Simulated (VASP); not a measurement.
# TiAl (Pm-3m) in VASP: a series of runs

TiAl is run at these levels: PBE, BLYP+D3(BJ), BLYP+D4, LDA; tasks: single point, relaxation of cell and atoms.

All numbers are computed with VASP 6.6.1; they aren't measurements. Logs are shortened: lines on timing, memory, paths and dates and some standing lists are left out, and cuts for length are marked.

### 1 The cell of the first run

Symmetry: Pm-3m, No. 221, cubic system. The conventional cell has a = 3.179 Å, b = 3.179 Å, c = 3.179 Å, α = 90.00°, β = 90.00°, γ = 90.00°. Ti (site symmetry m-3m) has 8 Al at 2.75 Å and 6 Ti at 3.18 Å within 3.6 Å. Al (site symmetry m-3m) has 8 Ti at 2.75 Å and 6 Al at 3.18 Å within 3.6 Å.

### 2 Single point, PBE

Contents of INCAR:

```
PREC = Accurate ; ENCUT = 520
EDIFF = 1E-6 ; ISMEAR = 0
SIGMA = 0.027000000000000003 ; LREAL = F
LASPH = T ; NELM = 80
ALGO = Normal ; ISIF = 2
LWAVE = F ; LCHARG = F
GGA = PE ; NBANDS = 14
```

Contents of KPOINTS:

```
regular mesh
0
Gamma
  8 8 8
```

Contents of POSCAR:

```
TiAl
1.0
    3.1790640000      0.0000000000      0.0000000000
    0.0000000000      3.1790640000      0.0000000000
    0.0000000000      0.0000000000      3.1790640000
Ti Al
1 1
Direct
    0.0000000000      0.0000000000      0.0000000000
    0.5000000000      0.5000000000      0.5000000000
```

Potentials or basis: VASP PAW PBE potentials, release 64 (Ti_sv, Al).

Command:

```
$ cat potpaw_PBE.64/Ti_sv/POTCAR potpaw_PBE.64/Al/POTCAR > POTCAR
$ mpirun -np 1 vasp_std > vasp.out
```

OUTCAR:

```text
PREC = Accurate
   ENCUT = 520
   EDIFF = 1E-6
   ISMEAR = 0
   LREAL = F
   LASPH = T
   NELM = 80
   ISIF = 2
   GGA = PE

 ion  position               nearest neighbor table
   1  0.000  0.000  0.000-   2 2.75   2 2.75   2 2.75   2 2.75   2 2.75   2 2.75   2 2.75   2 2.75

   2  0.500  0.500  0.500-   1 2.75   1 2.75   1 2.75   1 2.75   1 2.75   1 2.75   1 2.75   1 2.75

  LATTYP: Found a simple cubic cell.
 ALAT       =     3.1790640000

  Lattice vectors:

 A1 = (   3.1790640000,   0.0000000000,   0.0000000000)
 A2 = (   0.0000000000,   3.1790640000,   0.0000000000)
 A3 = (   0.0000000000,   0.0000000000,   3.1790640000)

Analysis of symmetry for initial positions (statically):
=====================================================================
 Subroutine PRICEL returns:
 Original cell was already a primitive cell.

 Routine SETGRP: Setting up the symmetry group for a
 simple cubic supercell.

 Subroutine GETGRP returns: Found 48 space group operations
 (whereof 48 operations were pure point group operations)
 out of a pool of 48 trial point group operations.

The static configuration has the point symmetry O_h .

Analysis of symmetry for dynamics (positions and initial velocities):
=====================================================================
 Subroutine PRICEL returns:
 Original cell was already a primitive cell.

 Routine SETGRP: Setting up the symmetry group for a
 simple cubic supercell.

 Subroutine GETGRP returns: Found 48 space group operations
 (whereof 48 operations were pure point group operations)
 out of a pool of 48 trial point group operations.

The dynamic configuration has the point symmetry O_h .

 Subroutine INISYM returns: Found 48 space group operations
 (whereof 48 operations are pure point group operations),
 and found     1 'primitive' translations

----------------------------------------------------------------------------------------

                                     Primitive cell

  volume of cell :      32.1290

  direct lattice vectors                    reciprocal lattice vectors
     3.179064000  0.000000000  0.000000000     0.314557996  0.000000000  0.000000000
     0.000000000  3.179064000  0.000000000     0.000000000  0.314557996  0.000000000
     0.000000000  0.000000000  3.179064000     0.000000000  0.000000000  0.314557996

  length of vectors
     3.179064000  3.179064000  3.179064000     0.314557996  0.314557996  0.314557996

  position of ions in fractional coordinates (direct lattice)
     0.000000000  0.000000000  0.000000000
     0.500000000  0.500000000  0.500000000

  ion indices of the primitive-cell ions
   primitive index   ion index
                 1           1
                 2           2

----------------------------------------------------------------------------------------

 KPOINTS: regular mesh

Automatic generation of k-mesh.
 Grid dimensions read from file:
 generate k-points for:    8    8    8

 Generating k-lattice:

  Cartesian coordinates                     Fractional coordinates (reciprocal lattice)
     0.039319749  0.000000000  0.000000000     0.125000000  0.000000000  0.000000000
     0.000000000  0.039319749  0.000000000     0.000000000  0.125000000  0.000000000
     0.000000000  0.000000000  0.039319749     0.000000000  0.000000000  0.125000000

  Length of vectors
     0.039319749  0.039319749  0.039319749

  Shift w.r.t. Gamma in fractional coordinates (k-lattice)
     0.000000000  0.000000000  0.000000000

 Subroutine IBZKPT returns following result:
 ===========================================

 Found     35 irreducible k-points:

 Following reciprocal coordinates:
            Coordinates               Weight
  0.000000  0.000000  0.000000      1.000000
  0.125000  0.000000  0.000000      6.000000
  0.250000  0.000000  0.000000      6.000000
  0.375000  0.000000  0.000000      6.000000
  0.500000  0.000000  0.000000      3.000000
  0.125000  0.125000  0.000000     12.000000
[... 16 lines left out ...]
  0.375000  0.375000  0.125000     24.000000
  0.500000  0.375000  0.125000     24.000000
 [... further k-points ...]
   k-points           NKPTS =     35   k-points in BZ     NKDIM =     35   number of bands    NBANDS=     14
   number of dos      NEDOS =    301   number of ions     NIONS =      2
   total plane-waves  NPLWV =  13824
   dimension x,y,z NGX =    24 NGY =   24 NGZ =   24
   dimension x,y,z NGXF=    48 NGYF=   48 NGZF=   48
   ions per type =               1   1
   NGX,Y,Z   is equivalent  to a cutoff of  12.55, 12.55, 12.55 a.u.
   NGXF,Y,Z  is equivalent  to a cutoff of  25.10, 25.10, 25.10 a.u.
 SYSTEM =  unknown system
   PREC   = accura    normal or accurate (medium, high low for compatibility)
   ISTART =      0    job   : 0-new  1-cont  2-samecut
   ICHARG =      2    charge: 1-file 2-atom 10-const
   ISPIN  =      1    spin polarized calculation?
   LNONCOLLINEAR =      F non collinear calculations
   LSORBIT =      F    spin-orbit coupling
   LASPH  =      T    aspherical Exc in radial PAW
   ENCUT  =  520.0 eV  38.22 Ry    6.18 a.u.   5.91  5.91  5.91*2*pi/ulx,y,z
   NELM   =     80;   NELMIN=  2; NELMDL= -5     # of ELM steps
   EDIFF  = 0.1E-05   stopping-criterion for ELM
   LREAL  =      F    real-space projection
   EDIFFG = 0.1E-04   stopping-criterion for IOM
   NSW    =      0    number of steps for IOM
   IBRION =     -1    ionic relax: 0-MD 1-quasi-New 2-CG
   NFREE  =      0    steps in history (QN), initial steepest desc. (CG)
   ISIF   =      2    stress and relaxation
   ISYM   =      2    0-nonsym 1-usesym 2-fastsym
   POTIM  = 0.5000    time-step for ionic-motion
   TEBEG  =    0.0;   TEEND  =   0.0 temperature during run
   PSTRESS=    0.0 pullay stress
   NELECT =      15.0000    total number of electrons
   NUPDOWN=      -1.0000    fix difference up-down
   EMIN   =  10.00;   EMAX   =-10.00  energy-range for DOS
   EFERMI =   0.00;   METHOD = LEGACY
   ISMEAR =     0;   SIGMA  =   0.03  broadening in eV -4-tet -1-fermi 0-gaus
   EFERMI_NEDOS =   21; number of points for ismear=-14 and -15
   IALGO  =     38    algorithm
   IMIX   =      4    mixing-type and parameters
     AMIX     =   0.40;   BMIX     =  1.00
     AMIX_MAG =   1.60;   BMIX_MAG =  1.00
  volume/ion in A,a.u.               =      16.06       108.41
  Fermi-wavevector in a.u.,A,eV,Ry     =   1.270007  2.399964 21.945065  1.612917
  Thomas-Fermi vector in A             =   2.403017
   LORBIT       =      0    0 simple, 1 ext, 2 COOP (PROOUT), +10 PAW based schemes
   GGA     = PE    functional components
   LHFCALC =     F    Hartree Fock is set to
   AEXX    =    0.0000 exact exchange contribution
   IVDW    =     0    specifies the selected vdW correction
   LEPSILON=     F    determine dielectric tensor
   LRPA    =     F    only Hartree local field effects (RPA)
 non-spin polarized calculation
 Gauss-broadening in eV      SIGMA  =   0.03
  energy-cutoff  :      520.00
  volume of cell :       32.13
 maximum number of plane-waves:       912
 NGX is ok and might be reduce to    24
   NGX = 11   NGY = 11   NGZ = 11

 number of electron      14.9999994 magnetization

 Free energy of the ion-electron system (eV)
  ---------------------------------------------------
  ext. energy  EPLUGINS =         0.00000000
  ---------------------------------------------------
  free energy    TOTEN  =       -12.10180477 eV

  energy without entropy =      -12.10006040  energy(sigma->0) =      -12.10093259

 E-fermi :   8.7765     XC(G=0): -11.0861

 val. band max:        8.7582000638   @ k =   0.3750   0.1250   0.1250
 cond. band min:       8.7897530187   @ k =   0.3750   0.3750   0.2500
 fundamental gap:      0.0315529549
 Fermi energy:         8.7764688279

 k-point     1 :       0.0000    0.0000    0.0000
  band No.  band energies     occupation
      1     -48.1073      2.00000
      2     -24.3095      2.00000
      3     -24.3095      2.00000
      4     -24.3095      2.00000
      5      -0.5001      2.00000
      6       7.3426      2.00000
      7       7.3426      2.00000
      8      10.5921      0.00000
      9      10.5921      0.00000
     10      10.5921      0.00000
     11      13.1889      0.00000
     12      13.1889      0.00000
     13      13.1889      0.00000
     14      17.5742      0.00000

 k-point     2 :       0.1250    0.0000    0.0000
  band No.  band energies     occupation
      1     -48.1051      2.00000
      2     -24.3348      2.00000
      3     -24.3073      2.00000
      4     -24.3073      2.00000
      5      -0.2520      2.00000
      6       7.1897      2.00000
      7       7.4530      2.00000
      8      10.2096      0.00000
      9      10.2096      0.00000
     10      10.6211      0.00000
     11      12.3330      0.00000
     12      13.7553      0.00000
     13      13.7553      0.00000
     14      17.2513      0.00000

 k-point     3 :       0.2500    0.0000    0.0000
  band No.  band energies     occupation
      1     -48.0999      2.00000
      2     -24.3954      2.00000
      3     -24.3020      2.00000
      4     -24.3020      2.00000
      5       0.4713      2.00000
      6       6.4019      2.00000
      7       7.7432      2.00000
      8       9.5721      0.00000
      9       9.5721      0.00000
     10      10.6921      0.00000
     11      11.5253      0.00000
     12      14.9676      0.00000
     13      14.9676      0.00000
     14      16.4552      0.00000

 k-point     4 :       0.3750    0.0000    0.0000
  band No.  band energies     occupation
      1     -48.0947      2.00000
      2     -24.4555      2.00000
      3     -24.2966      2.00000
      4     -24.2966      2.00000
      5       1.6034      2.00000
      6       4.9043      2.00000
      7       8.0774      2.00000
      8       9.1043      0.00000
      9       9.1043      0.00000
     10      10.7649      0.00000
     11      11.5911      0.00000
     12      15.6344      0.00000
     13      16.4602      0.00000
     14      16.4602      0.00000

 k-point     5 :       0.5000    0.0000    0.0000
  band No.  band energies     occupation
      1     -48.0925      2.00000
      2     -24.4802      2.00000
      3     -24.2944      2.00000
      4     -24.2944      2.00000
      5       2.7332      2.00000
      6       3.5849      2.00000
      7       8.2333      2.00000
      8       8.9375      0.00000
      9       8.9375      0.00000
     10      10.7956      0.00000
     11      11.7680      0.00000
[... 276 lines left out ...]
 k-point    22 :       0.5000    0.2500    0.1250
  band No.  band energies     occupation
      1     -48.0833      2.00000
      2     -24.4648      2.00000
      3     -24.3731      2.00000
      4     -24.3104      2.00000
      5       3.2949      2.00000
      6       4.7842      2.00000
      7       7.5280      2.00000
      8       8.5665      2.00000
      9       9.4389      0.00000
     10       9.7863      0.00000
     11      11.7455      0.00000
     12      14.3789      0.00000
     13      15.2352      0.00000
     14      15.8937      0.00000

 k-point    23 :       0.3750    0.3750    0.1250
  band No.  band energies     occupation
      1     -48.0803      2.00000
      2     -24.4341      2.00000
      3     -24.4317      2.00000
      4     -24.3071      2.00000
      5       3.2544      2.00000
      6       6.1258      2.00000
      7       6.6394      2.00000
      8       8.4712      2.00000
      9       9.4971      0.00000
     10       9.7148      0.00000
     11      11.7606      0.00000
     12      13.2647      0.00000
     13      14.6798      0.00000
     14      15.9865      0.00000

 k-point    24 :       0.5000    0.3750    0.1250
  band No.  band energies     occupation
      1     -48.0782      2.00000
      2     -24.4564      2.00000
      3     -24.4296      2.00000
      4     -24.3048      2.00000
      5       3.7207      2.00000
      6       5.7625      2.00000
      7       6.8158      2.00000
      8       8.2011      2.00000
      9       9.6812      0.00000
     10       9.7045      0.00000
     11      11.6253      0.00000
     12      13.4481      0.00000
     13      13.8793      0.00000
     14      16.1860      0.00000

 [... further k-points ...]

------------------------ aborting loop because EDIFF is reached ----------------------------------------

  FORCE on cell =-STRESS in cart. coord.  units (eV):
  Direction    XX          YY          ZZ          XY          YZ          ZX
  --------------------------------------------------------------------------------------
  -------------------------------------------------------------------------------------
  Total        0.1338125      0.1338125      0.1338125      0.0000000      0.0000000     -0.0000000
  in kB        6.6728201      6.6728201      6.6728201      0.0000000      0.0000000     -0.0000000
  external PRESSURE =       6.6728201 kB  Pullay stress =       0.0000000 kB

 VOLUME and BASIS-vectors are now :
 -----------------------------------------------------------------------------
  energy-cutoff  :      520.00
  volume of cell :       32.13
      direct lattice vectors                 reciprocal lattice vectors
     3.179064000  0.000000000  0.000000000     0.314557996  0.000000000  0.000000000
     0.000000000  3.179064000  0.000000000     0.000000000  0.314557996  0.000000000
     0.000000000  0.000000000  3.179064000     0.000000000  0.000000000  0.314557996

 POSITION                                       TOTAL-FORCE (eV/Angst)
 -----------------------------------------------------------------------------------
      0.00000      0.00000      0.00000         0.000000      0.000000      0.000000
      1.58953      1.58953      1.58953         0.000000      0.000000      0.000000
 -----------------------------------------------------------------------------------
    total drift:                               -0.000000      0.000000      0.000000

  FREE ENERGIE OF THE ION-ELECTRON SYSTEM (eV)
  ---------------------------------------------------
  free  energy   TOTEN  =       -12.1018047722 eV

  energy  without entropy=      -12.1000603992  energy(sigma->0) =      -12.10093259
```

Wall time 4.5 s (1 thread of Intel Xeon 6975P-C (Granite Rapids), shared host); peak memory 0.14 GiB.

What came out:

| Property | Result |
| --- | --- |
| Free energy | -12.1018 eV |
| Pressure | 0.7 GPa |

### 3 Single point, PBE

Contents of INCAR:

```
ALGO     = Fast           # electronic algorithm
EDIFF    = 1E-6           # SCF threshold, eV
ENCUT    = 520            # plane-wave cutoff, eV
GGA      = PE             # functional
ISIF     = 2              # what is computed and relaxed
ISMEAR   = 0              # smearing method
LASPH    = T              # aspherical terms in the spheres
LCHARG   = F              # write CHGCAR
LREAL    = F              # projectors in reciprocal space
LWAVE    = F              # write WAVECAR
NBANDS   = 14             # bands
NELM     = 80             # most SCF steps
PREC     = Accurate       # precision mode
SIGMA    = 0.028000000000000004 # smearing width, eV
```

Contents of KPOINTS:

```
k-points
0
Gamma
  8 8 8
```

POSCAR is that of step 2.

Potentials or basis: VASP PAW PBE potentials, release 64 (Ti_sv, Al).

Command:

```
$ cat potpaw_PBE.64/Ti_sv/POTCAR potpaw_PBE.64/Al/POTCAR > POTCAR
$ mpirun -np 1 vasp_std > vasp.out
```

Wall time 9.1 s (1 thread of Intel Xeon 6975P-C (Granite Rapids), shared host); peak memory 0.14 GiB.

It converged, with:

```yaml
Free_energy: -12.1019 eV
Pressure: 0.7 GPa
```

Levels at points of the mesh, in eV from the Fermi level:
```tsv
k point	band 4	band 5	band 6	band 7	band 8	band 9	band 10	band 11
(0.00, 0.00, 0.00)	-33.09	-9.28	-1.43	-1.43	1.82	1.82	1.82	4.41
(0.50, 0.00, 0.00)	-33.07	-6.04	-5.19	-0.54	0.16	0.16	2.02	2.99
(0.50, 0.50, 0.00)	-33.06	-5.01	-2.11	-2.11	-1.46	0.72	0.72	2.74
(0.50, 0.50, 0.50)	-33.21	-3.09	-3.09	-3.09	0.63	2.80	2.80	2.92
```

(Part 1 of 2 ends here.)
